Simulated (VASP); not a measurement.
The system is ZrSi7.

```
CELL_PARAMETERS angstrom
5.30692 0.00000 0.00000
-2.65346 4.59593 0.00000
0.00000 0.00000 5.20789
ATOMIC_POSITIONS crystal
Zr 0.00000 0.00000 0.00000
Si 0.49650 0.99299 0.00000
Si 0.49650 0.50350 0.00000
Si 0.00701 0.50350 0.00000
Si 0.32505 0.16252 0.50000
Si 0.83748 0.16252 0.50000
Si 0.83748 0.67495 0.50000
Si 0.33333 0.66667 0.50000
```

The cell was built from a structure type or drawn by symmetry, and may not be a known phase.

| Quantity | Value |
| --- | --- |
| Program | VASP 6.6.1 |
| Task | relaxation of cell and atoms |
| Functional | PBE |
| Potentials or basis | VASP PAW PBE potentials, release 64 (Zr_sv, Si) |
| Cutoff | 600 eV |
| k mesh | 6 × 6 × 6 |
| Occupations | gaussian, width 0.1 eV |
| Spin | no spin polarisation |

At the start: pressure -0.1 GPa; volume 15.88 Å³/atom.

Task: How do energy, volume and symmetry change on relaxing?

Result: Over 12 steps the energy falls by 20.0 meV/atom and the volume is 15.66 Å³/atom (-1.4 %); space group P-6m2 (No. 187, to 0.1 Å) before and after.

The path:
| step | energy change (eV) | largest force (eV/Å) | pressure (GPa) | volume (Å³) |
| --- | --- | --- | --- | --- |
| 1 | 0.0000 | 0.2512 | -0.14 | 127.02 |
| 2 | -0.0941 | 0.2397 | -0.98 | 126.72 |
| 3 | -0.1082 | 0.2673 | -1.26 | 126.53 |
| 4 | -0.1299 | 0.2071 | 0.69 | 123.99 |
| 5 | -0.1302 | 0.1988 | 0.95 | 123.67 |
| 6 | -0.1476 | 0.1442 | 0.73 | 124.02 |
| 7 | -0.1570 | 0.0632 | 0.58 | 124.47 |
| 8 | -0.1578 | 0.0667 | -0.64 | 125.94 |
| 9 | -0.1591 | 0.0476 | -0.11 | 125.29 |
| 10 | -0.1598 | 0.0292 | -0.02 | 125.21 |
| 11 | -0.1600 | 0.0145 | 0.05 | 125.14 |
| 12 | -0.1600 | 0.0066 | -0.01 | 125.25 |

Final structure:
```yaml
crystal:
  lattice:
    - [5.40255, 0.00000, 0.00000]
    - [-2.70127, 4.67875, 0.00000]
    - [0.00000, 0.00000, 4.95503]
  atoms:
    - { symbol: Zr, position: [0.00000, 0.00000, 0.00000] }
    - { symbol: Si, position: [0.48735, 0.97470, 0.00000] }
    - { symbol: Si, position: [0.48735, 0.51265, 0.00000] }
    - { symbol: Si, position: [0.02530, 0.51265, 0.00000] }
    - { symbol: Si, position: [0.33839, 0.16920, 0.50000] }
    - { symbol: Si, position: [0.83080, 0.16920, 0.50000] }
    - { symbol: Si, position: [0.83080, 0.66161, 0.50000] }
    - { symbol: Si, position: [0.33333, 0.66667, 0.50000] }
```
